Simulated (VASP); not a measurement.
# Hg (Pm-3m) in VASP: a series of runs

Hg is run at these levels: PBEsol; tasks: single point.

All numbers are computed with VASP 6.6.1; they aren't measurements. Logs are shortened: lines on timing, memory, paths and dates and some standing lists are left out, and cuts for length are marked.

### 1 The cell of the first run

Symmetry: Pm-3m, No. 221, cubic system. The conventional cell has a = 3.060 Å, b = 3.060 Å, c = 3.060 Å, α = 90.00°, β = 90.00°, γ = 90.00°. Within 4.0 Å of Hg (site symmetry m-3m) lie 6 Hg at 3.06 Å.

### 2 Single point, PBEsol (28.64 Å³/atom)

The input, INCAR:

```
ALGO = Normal
EDIFF = 1E-6
ENCUT = 520
GGA = PS
ISIF = 2
ISMEAR = -1
LASPH = True
LCHARG = False
LREAL = False
LWAVE = False
NBANDS = 12
NELM = 60
PREC = Accurate
SIGMA = 0.1
```

The input, KPOINTS:

```
k-points
0
Gamma
  12 12 12
```

The input, POSCAR:

```
Hg
1.0
    3.0595372559      0.0000000000      0.0000000000
    0.0000000000      3.0595372559      0.0000000000
    0.0000000000      0.0000000000      3.0595372559
Hg
1
Direct
    0.0000000000      0.0000000000      0.0000000000
```

Potentials or basis: VASP PAW PBE potentials, release 64 (Hg).

On the command line:

```console
$ cat potpaw_PBE.64/Hg/POTCAR > POTCAR
$ mpirun -np 1 vasp_std > vasp.out
```

OUTCAR:

```text
EDIFF = 1E-6
   ENCUT = 520
   GGA = PS
   ISIF = 2
   ISMEAR = -1
   LASPH = True
   LREAL = False
   NELM = 60
   PREC = Accurate

 ion  position               nearest neighbor table
   1  0.000  0.000  0.000-

  LATTYP: Found a simple cubic cell.
 ALAT       =     3.0595372559

  Lattice vectors:

 A1 = (   3.0595372559,   0.0000000000,   0.0000000000)
 A2 = (   0.0000000000,   3.0595372559,   0.0000000000)
 A3 = (   0.0000000000,   0.0000000000,   3.0595372559)

Analysis of symmetry for initial positions (statically):
=====================================================================
 Subroutine PRICEL returns:
 Original cell was already a primitive cell.

 Routine SETGRP: Setting up the symmetry group for a
 simple cubic supercell.

 Subroutine GETGRP returns: Found 48 space group operations
 (whereof 48 operations were pure point group operations)
 out of a pool of 48 trial point group operations.

The static configuration has the point symmetry O_h .

Analysis of symmetry for dynamics (positions and initial velocities):
=====================================================================
 Subroutine PRICEL returns:
 Original cell was already a primitive cell.

 Routine SETGRP: Setting up the symmetry group for a
 simple cubic supercell.

 Subroutine GETGRP returns: Found 48 space group operations
 (whereof 48 operations were pure point group operations)
 out of a pool of 48 trial point group operations.

The dynamic configuration has the point symmetry O_h .

 Subroutine INISYM returns: Found 48 space group operations
 (whereof 48 operations are pure point group operations),
 and found     1 'primitive' translations

----------------------------------------------------------------------------------------

                                     Primitive cell

  volume of cell :      28.6396

  direct lattice vectors                    reciprocal lattice vectors
     3.059537256  0.000000000  0.000000000     0.326846813  0.000000000  0.000000000
     0.000000000  3.059537256  0.000000000     0.000000000  0.326846813  0.000000000
     0.000000000  0.000000000  3.059537256     0.000000000  0.000000000  0.326846813

  length of vectors
     3.059537256  3.059537256  3.059537256     0.326846813  0.326846813  0.326846813

  position of ions in fractional coordinates (direct lattice)
     0.000000000  0.000000000  0.000000000

  ion indices of the primitive-cell ions
   primitive index   ion index
                 1           1

----------------------------------------------------------------------------------------

 KPOINTS: k-points

Automatic generation of k-mesh.
 Grid dimensions read from file:
 generate k-points for:   12   12   12

 Generating k-lattice:

  Cartesian coordinates                     Fractional coordinates (reciprocal lattice)
     0.027237234  0.000000000  0.000000000     0.083333333  0.000000000  0.000000000
     0.000000000  0.027237234  0.000000000     0.000000000  0.083333333  0.000000000
     0.000000000  0.000000000  0.027237234     0.000000000  0.000000000  0.083333333

  Length of vectors
     0.027237234  0.027237234  0.027237234

  Shift w.r.t. Gamma in fractional coordinates (k-lattice)
     0.000000000  0.000000000  0.000000000

 Subroutine IBZKPT returns following result:
 ===========================================

 Found     84 irreducible k-points:

 Following reciprocal coordinates:
            Coordinates               Weight
  0.000000  0.000000  0.000000      1.000000
  0.083333  0.000000  0.000000      6.000000
  0.166667  0.000000  0.000000      6.000000
  0.250000  0.000000  0.000000      6.000000
  0.333333  0.000000  0.000000      6.000000
  0.416667  0.000000  0.000000      6.000000
[... 16 lines left out ...]
  0.333333  0.333333  0.000000     12.000000
  0.416667  0.333333  0.000000     24.000000
 [... further k-points ...]
   k-points           NKPTS =     84   k-points in BZ     NKDIM =     84   number of bands    NBANDS=     12
   number of dos      NEDOS =    301   number of ions     NIONS =      1
   total plane-waves  NPLWV =  13824
   dimension x,y,z NGX =    24 NGY =   24 NGZ =   24
   dimension x,y,z NGXF=    48 NGYF=   48 NGZF=   48
   ions per type =               1
   NGX,Y,Z   is equivalent  to a cutoff of  13.04, 13.04, 13.04 a.u.
   NGXF,Y,Z  is equivalent  to a cutoff of  26.08, 26.08, 26.08 a.u.
 SYSTEM =  unknown system
   PREC   = accura    normal or accurate (medium, high low for compatibility)
   ISTART =      0    job   : 0-new  1-cont  2-samecut
   ICHARG =      2    charge: 1-file 2-atom 10-const
   ISPIN  =      1    spin polarized calculation?
   LNONCOLLINEAR =      F non collinear calculations
   LSORBIT =      F    spin-orbit coupling
   LASPH  =      T    aspherical Exc in radial PAW
   ENCUT  =  520.0 eV  38.22 Ry    6.18 a.u.   5.69  5.69  5.69*2*pi/ulx,y,z
   NELM   =     60;   NELMIN=  2; NELMDL= -5     # of ELM steps
   EDIFF  = 0.1E-05   stopping-criterion for ELM
   LREAL  =      F    real-space projection
   EDIFFG = 0.1E-04   stopping-criterion for IOM
   NSW    =      0    number of steps for IOM
   IBRION =     -1    ionic relax: 0-MD 1-quasi-New 2-CG
   NFREE  =      0    steps in history (QN), initial steepest desc. (CG)
   ISIF   =      2    stress and relaxation
   ISYM   =      2    0-nonsym 1-usesym 2-fastsym
   POTIM  = 0.5000    time-step for ionic-motion
   TEBEG  =    0.0;   TEEND  =   0.0 temperature during run
   PSTRESS=    0.0 pullay stress
   NELECT =      12.0000    total number of electrons
   NUPDOWN=      -1.0000    fix difference up-down
   EMIN   =  10.00;   EMAX   =-10.00  energy-range for DOS
   EFERMI =   0.00;   METHOD = LEGACY
   ISMEAR =    -1;   SIGMA  =   0.10  broadening in eV -4-tet -1-fermi 0-gaus
   EFERMI_NEDOS =   21; number of points for ismear=-14 and -15
   IALGO  =     38    algorithm
   IMIX   =      4    mixing-type and parameters
     AMIX     =   0.40;   BMIX     =  1.00
     AMIX_MAG =   1.60;   BMIX_MAG =  1.00
  volume/ion in A,a.u.               =      28.64       193.27
  Fermi-wavevector in a.u.,A,eV,Ry     =   1.225028  2.314968 20.418190  1.500695
  Thomas-Fermi vector in A             =   2.360081
   LORBIT       =      0    0 simple, 1 ext, 2 COOP (PROOUT), +10 PAW based schemes
   GGA     = PS    functional components
   LHFCALC =     F    Hartree Fock is set to
   AEXX    =    0.0000 exact exchange contribution
   IVDW    =     0    specifies the selected vdW correction
   LEPSILON=     F    determine dielectric tensor
   LRPA    =     F    only Hartree local field effects (RPA)
 non-spin polarized calculation
  energy-cutoff  :      520.00
  volume of cell :       28.64
 maximum number of plane-waves:       804
 NGX is ok and might be reduce to    24
   NGX = 11   NGY = 11   NGZ = 11

 number of electron      12.0000003 magnetization

 Free energy of the ion-electron system (eV)
  ---------------------------------------------------
  ext. energy  EPLUGINS =         0.00000000
  ---------------------------------------------------
  free energy    TOTEN  =        -0.52838300 eV

  energy without entropy =       -0.51709604  energy(sigma->0) =       -0.52273952

 E-fermi :   1.2992     XC(G=0):  -9.9323

 val. band max:        1.2897962314   @ k =   0.5000   0.2500   0.0833
 cond. band min:       1.3794279989   @ k =   0.4167   0.0833   0.0833
 fundamental gap:      0.0896317675
 Fermi energy:         1.2992056792

 k-point     1 :       0.0000    0.0000    0.0000
  band No.  band energies     occupation
      1      -6.6718      2.00000
      2      -6.4009      2.00000
      3      -6.4009      2.00000
      4      -4.5210      2.00000
      5      -4.5210      2.00000
      6      -4.5210      2.00000
      7      11.0152      0.00000
      8      11.0152      0.00000
      9      11.0152      0.00000
     10      14.1596      0.00000
     11      16.0543      0.00000
     12      16.0543      0.00000

 k-point     2 :       0.0833    0.0000    0.0000
  band No.  band energies     occupation
      1      -6.5648      2.00000
      2      -6.3905      2.00000
      3      -6.3115      2.00000
      4      -4.5629      2.00000
      5      -4.5629      2.00000
      6      -4.5175      2.00000
      7       9.6807      0.00000
      8      11.1864      0.00000
      9      11.1864      0.00000
     10      14.6807      0.00000
     11      16.0207      0.00000
     12      17.0724      0.00000

 k-point     3 :       0.1667    0.0000    0.0000
  band No.  band energies     occupation
      1      -6.4142      2.00000
      2      -6.3618      2.00000
      3      -5.8845      2.00000
      4      -4.6750      2.00000
      5      -4.6750      2.00000
      6      -4.5080      2.00000
      7       7.4545      0.00000
      8      11.6790      0.00000
      9      11.6790      0.00000
     10      15.0196      0.00000
     11      15.9232      0.00000
     12      19.5642      0.00000

 k-point     4 :       0.2500    0.0000    0.0000
  band No.  band energies     occupation
      1      -6.3222      2.00000
      2      -6.2912      2.00000
      3      -5.0822      2.00000
      4      -4.8232      2.00000
      5      -4.8232      2.00000
      6      -4.4949      2.00000
      7       5.1988      0.00000
      8      12.4320      0.00000
      9      12.4320      0.00000
     10      15.2824      0.00000
     11      15.7761      0.00000
     12      22.0170      0.00000

 k-point     5 :       0.3333    0.0000    0.0000
  band No.  band energies     occupation
      1      -6.2823      2.00000
      2      -6.1776      2.00000
      3      -4.9662      2.00000
      4      -4.9662      2.00000
      5      -4.4817      2.00000
      6      -3.9778      2.00000
      7       3.0542      0.00000
      8      13.3404      0.00000
      9      13.3404      0.00000
     10      15.5762      0.00000
     11      15.6126      0.00000
     12      20.8587      0.00000
[... 228 lines left out ...]
      1      -6.1000      2.00000
      2      -5.6565      2.00000
      3      -5.1005      2.00000
      4      -5.0231      2.00000
      5      -4.7535      2.00000
      6      -1.8747      2.00000
      7       2.2521      0.00015
      8       8.1148      0.00000
      9      12.0879      0.00000
     10      15.8404      0.00000
     11      16.6284      0.00000
     12      19.6437      0.00000

 k-point    22 :       0.5000    0.2500    0.0000
  band No.  band energies     occupation
      1      -6.0850      2.00000
      2      -5.6964      2.00000
      3      -5.0652      2.00000
      4      -5.0584      2.00000
      5      -4.7487      2.00000
      6      -0.9727      2.00000
      7       1.1246      1.70298
      8       8.6176      0.00000
      9      11.3886      0.00000
     10      16.3412      0.00000
     11      16.7177      0.00000
     12      19.4082      0.00000

 k-point    23 :       0.3333    0.3333    0.0000
  band No.  band energies     occupation
      1      -6.0863      2.00000
      2      -5.7481      2.00000
      3      -4.9149      2.00000
      4      -4.8919      2.00000
      5      -4.8171      2.00000
      6      -2.3052      2.00000
      7       4.5299      0.00000
      8       5.4955      0.00000
      9      11.8598      0.00000
     10      15.8769      0.00000
     11      16.8545      0.00000
     12      19.7094      0.00000

 k-point    24 :       0.4167    0.3333    0.0000
  band No.  band energies     occupation
      1      -6.0461      2.00000
      2      -5.8888      2.00000
      3      -5.0007      2.00000
      4      -4.8876      2.00000
      5      -4.5847      2.00000
      6      -1.1730      2.00000
      7       2.9525      0.00000
      8       5.9290      0.00000
      9      10.5046      0.00000
     10      16.9146      0.00000
     11      17.2578      0.00000
     12      19.2074      0.00000

 [... further k-points ...]

------------------------ aborting loop because EDIFF is reached ----------------------------------------

  FORCE on cell =-STRESS in cart. coord.  units (eV):
  Direction    XX          YY          ZZ          XY          YZ          ZX
  --------------------------------------------------------------------------------------
  -------------------------------------------------------------------------------------
  Total       -0.4795278     -0.4795278     -0.4795278      0.0000000     -0.0000000      0.0000000
  in kB      -26.8260774    -26.8260774    -26.8260774      0.0000000     -0.0000000      0.0000000
  external PRESSURE =     -26.8260774 kB  Pullay stress =       0.0000000 kB

 VOLUME and BASIS-vectors are now :
 -----------------------------------------------------------------------------
  energy-cutoff  :      520.00
  volume of cell :       28.64
      direct lattice vectors                 reciprocal lattice vectors
     3.059537256  0.000000000  0.000000000     0.326846813  0.000000000  0.000000000
     0.000000000  3.059537256  0.000000000     0.000000000  0.326846813  0.000000000
     0.000000000  0.000000000  3.059537256     0.000000000  0.000000000  0.326846813

 POSITION                                       TOTAL-FORCE (eV/Angst)
 -----------------------------------------------------------------------------------
      0.00000      0.00000      0.00000         0.000000      0.000000      0.000000
 -----------------------------------------------------------------------------------
    total drift:                                0.000000      0.000000      0.000000

  FREE ENERGIE OF THE ION-ELECTRON SYSTEM (eV)
  ---------------------------------------------------
  free  energy   TOTEN  =        -0.5283829981 eV

  energy  without entropy=       -0.5170960448  energy(sigma->0) =       -0.52273952
```

Wall time 13 s (1 thread of Intel Xeon Platinum 8259CL at 2.50GHz (Skylake/Cascade Lake), shared host); peak memory 0.15 GiB.

Results:

```
Free energy            : -0.5284 eV
Pressure               : -2.7 GPa
Band gap on the k mesh : zero (bands 6 and 7 overlap by 5.59 eV)
```

Levels at points of the mesh, in eV from the Fermi level:
| k point | band 3 | band 4 | band 5 | band 6 | band 7 | band 8 | band 9 | band 10 |
| --- | --- | --- | --- | --- | --- | --- | --- | --- |
| (0.00, 0.00, 0.00) | -7.70 | -5.82 | -5.82 | -5.82 | 9.72 | 9.72 | 9.72 | 12.86 |
| (0.50, 0.00, 0.00) | -6.40 | -6.40 | -5.77 | -2.84 | -1.51 | 13.31 | 13.31 | 14.13 |
| (0.50, 0.50, 0.00) | -6.31 | -6.31 | -5.28 | 0.40 | 1.53 | 1.53 | 7.09 | 17.24 |
| (0.50, 0.50, 0.50) | -7.22 | -5.24 | -5.24 | 4.08 | 4.61 | 4.61 | 4.61 | 8.60 |

Caveat: the PAW data sets were made with another functional, which shifts forces and pressure a little; spin-orbit coupling is left out, which moves the levels of the heavy elements.

### 3 Single point, PBEsol

This run uses another cell than the first one, of 25.57 Å³/atom.

The input, INCAR:

```
SYSTEM = Hg
PREC = Accurate ; ENCUT = 520
EDIFF = 1E-6 ; ISMEAR = -1
SIGMA = 0.1 ; LREAL = .FALSE.
LASPH = .TRUE. ; NELM = 80
ALGO = Normal ; ISIF = 2
LWAVE = .FALSE. ; LCHARG = .FALSE.
GGA = PS ; NBANDS = 12
```

The input, KPOINTS:

```
regular mesh
0
G
  17 17 17
  0 0 0
```

The input, POSCAR:

```
Hg
1.0
    2.9461152924      0.0000000000      0.0000000000
    0.0000000000      2.9461152924      0.0000000000
    0.0000000000      0.0000000000      2.9461152924
Hg
1
Direct
    0.0000000000      0.0000000000      0.0000000000
```

Potentials or basis: VASP PAW PBE potentials, release 64 (Hg).

On the command line:

```console
$ cat potpaw_PBE.64/Hg/POTCAR > POTCAR
$ mpirun -np 1 vasp_std > vasp.out
```

It took 23 s on 1 thread of Intel Xeon Platinum 8259CL at 2.50GHz (Skylake/Cascade Lake), shared host; peak memory 0.17 GiB.

Results (log left out):

* Free energy: -0.5552 eV
* Pressure: 0.5 GPa
* Band gap on the k mesh: zero (bands 6 and 7 overlap by 5.42 eV)

Levels at points of the mesh, in eV from the Fermi level:
| k point | band 3 | band 4 | band 5 | band 6 | band 7 | band 8 | band 9 | band 10 |
| --- | --- | --- | --- | --- | --- | --- | --- | --- |
| (0.00, 0.00, 0.00) | -8.23 | -5.88 | -5.88 | -5.88 | 10.32 | 10.32 | 10.32 | 13.88 |

Caveat: the PAW data sets were made with another functional, which shifts forces and pressure a little; spin-orbit coupling is left out, which moves the levels of the heavy elements.
